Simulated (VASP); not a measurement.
Write the native input for VASP 6.6.1 that does the following.

```
Task                   : single point
Functional             : r2SCAN
Potentials or basis    : VASP PAW PBE potentials, release 64 (Mo_sv)
Cutoff                 : 520 eV
k mesh                 : 18 × 18 × 18
Occupations            : gaussian, width 0.15 eV
Spin                   : no spin polarisation
Dipole correction      : no
Further INCAR settings : ALGO = Normal; EDIFF = 1e-06; NBANDS = 13
```

Mo:

```
Mo
1.0
     2.81758    0.00000    0.00000
    -1.40879    2.44009    0.00000
     0.00000    0.00000    2.55518
Mo
1
Direct
  0.00000 0.00000 0.50000
```

This cell differs from its parent crystal: strain +0.030 along x and y, +0.000 along z.

These files were run (other wordings do the same):

POSCAR

```
Mo
1.0
    2.8175757091      0.0000000000      0.0000000000
   -1.4087878546      2.4400921412      0.0000000000
    0.0000000000      0.0000000000      2.5551807000
Mo
1
Direct
    0.0000000000      0.0000000000      0.5000000000
```

INCAR.step1

```
PREC = Accurate
ENCUT = 520
ISMEAR = 0
SIGMA = 0.15
LREAL = F
LASPH = T
NELM = 100
NBANDS = 13
GGA = PE
ALGO = Normal
EDIFF = 1E-4
LWAVE = T
LCHARG = F
```

INCAR.step2

```
PREC = Accurate
ENCUT = 520
EDIFF = 1E-6
ISMEAR = 0
SIGMA = 0.15
LREAL = F
LASPH = T
NELM = 100
ALGO = Normal
ISIF = 2
LWAVE = F
LCHARG = T
METAGGA = R2SCAN
LMIXTAU = T
LELF = T
LVHAR = T
NBANDS = 13
ISTART = 1
```

KPOINTS

```
regular mesh
0
Gamma
  18 18 18
```

Potentials or basis: VASP PAW PBE potentials, release 64 (Mo_sv).

Command:

```sh
$ cat potpaw_PBE.64/Mo_sv/POTCAR > POTCAR
$ cp INCAR.step1 INCAR
$ mpirun -np 1 vasp_std > vasp.out
$ cp INCAR.step2 INCAR
$ mpirun -np 1 vasp_std > vasp.out
```

Results of the run:

```
Pressure               : -10.4 GPa
Band gap on the k mesh : zero (bands 7 and 8 overlap by 1.63 eV)
```

Caveat: the cell differs from its parent crystal (strain +0.030 along x and y, +0.000 along z); the cell stands under tension; the PAW data sets were made with another functional, which shifts forces and pressure a little.

Run time: 80 s on 1 thread of Intel(R) Xeon(R) 6975P-C (Granite Rapids) (shared host), peak memory 0.2 GiB.
